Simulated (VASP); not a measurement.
A run of VASP 6.6.1 is set up as follows.

Contents of INCAR:

```
SYSTEM = Ge
PREC = Accurate
ENCUT = 520
EDIFF = 1E-6
ISMEAR = -1
SIGMA = 0.05
LREAL = .FALSE.
LASPH = .TRUE.
NELM = 80
ALGO = Normal
ISIF = 2
LWAVE = .FALSE.
LCHARG = .FALSE.
NBANDS = 21
```

The input KPOINTS:

```
Automatic mesh
0
G
  11 11 11
  0 0 0
```

File POSCAR:

```
Ge
1.0
   -2.5744897190      2.5744897190      1.3974126432
    2.5744897190     -2.5744897190      1.3974126432
    2.5744897190      2.5744897190     -1.3974126432
Ge
2
Direct
    0.5000000000      0.5000000000      0.0000000000
    0.2500000000      0.7500000000      0.5000000000
```

Potentials or basis: VASP PAW LDA potentials, release 64 (Ge_d).

Launch:

```sh
$ cat potpaw_LDA.64/Ge_d/POTCAR > POTCAR
$ mpirun -np 1 vasp_std > vasp.out
```

Estimate the pressure.

-2.4 GPa.

What does it give for the band gap on the k mesh?

Zero (band 14 reaches 8.21 eV, above the bottom of band 15 at 3.57 eV).

Stress tensor (GPa, compression positive):
```
-2.35  0.00  0.00
 0.00 -2.35  0.00
 0.00  0.00 -2.62
```
